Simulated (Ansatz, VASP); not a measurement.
**BN in VASP and in Ansatz**

```
CELL_PARAMETERS angstrom
0.00000 1.81235 1.78516
1.81235 0.00000 1.78516
1.81235 1.81235 0.00000
ATOMIC_POSITIONS crystal
B 0.00000 0.00000 0.00000
N 0.75000 0.75000 0.75000
```

Change from the starting cell: strain -0.0150 x Voigt [0, 0, 1, 0, 0, 0], atoms carried along.

Alike in both runs: task single point; functional PBE; k mesh 12 × 12 × 12; occupations gaussian, width 0.05 eV; no spin polarisation.

|  | VASP | Ansatz |
| --- | --- | --- |
| version | VASP 6.6.1 | Ansatz 0.2.0 |
| potentials or method | VASP PAW PBE potentials, release 64 (B, N), cutoff 520 eV | scalar-relativistic, plane waves, PAW |
| valence electrons in the cell | 8 | 8 |

|  | VASP | Ansatz | Ansatz less VASP |
| --- | --- | --- | --- |
| gap on the k mesh at the Fermi level (eV) | 4.20 | 4.21 | +0.012 |
| least direct gap on the mesh (eV) | 8.69 | 8.70 | +0.011 |
| pressure (GPa) | 6.1 | 5.8 | -0.29 |
| traceless stress, the component that is largest in VASP (GPa) | 6.11 | 6.10 | -0.003 |

With one functional, cell and mesh, what is left measures potentials, basis and numerics.
